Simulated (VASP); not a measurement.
SnSe, 2 atoms in the cell. Symmetry: I4mm, No. 107, tetragonal system. The conventional cell has a = 4.257 Å, b = 4.257 Å, c = 6.020 Å, α = 90.00°, β = 90.00°, γ = 90.00°. Within 3.9 Å of Sn (site symmetry 4mm) lie 6 Se at 2.93 to 3.09 Å. Se (site symmetry 4mm) has 6 Sn at 2.93 to 3.09 Å within 3.9 Å.  This cell differs from its parent crystal: all Se atoms moved +0.075 Å, as atom 2 towards its neighbour atom 1 (Sn) at 3.010 Å.

* Program: VASP 6.6.1
* Task: single point
* Functional: PBEsol
* Potentials or basis: VASP PAW PBE potentials, release 64 (Sn_d, Se)
* Cutoff: 520 eV
* k mesh: 8 × 8 × 8
* Occupations: gaussian, width 0.05 eV
* Spin: no spin polarisation
* Dipole correction: no
* Further INCAR settings: ALGO = Normal; EDIFF = 1e-07; NBANDS = 17

Potentials or basis: VASP PAW PBE potentials, release 64 (Sn_d, Se).

Run with:

```console
$ cat potpaw_PBE.64/Sn_d/POTCAR potpaw_PBE.64/Se/POTCAR > POTCAR
$ mpirun -np 1 vasp_std > vasp.out
```

Hardware: 1 thread of Intel(R) Xeon(R) Platinum 8259CL CPU @ 2.50GHz (Skylake/Cascade Lake), with other jobs on the host.

Question: Estimate the wall time of this run.

Answer: Wall time 28 s on 1 thread of Intel(R) Xeon(R) Platinum 8259CL CPU @ 2.50GHz (Skylake/Cascade Lake), with other jobs on the host, peak memory 0.2 GiB. Counts: scf iterations 12, k points 59.
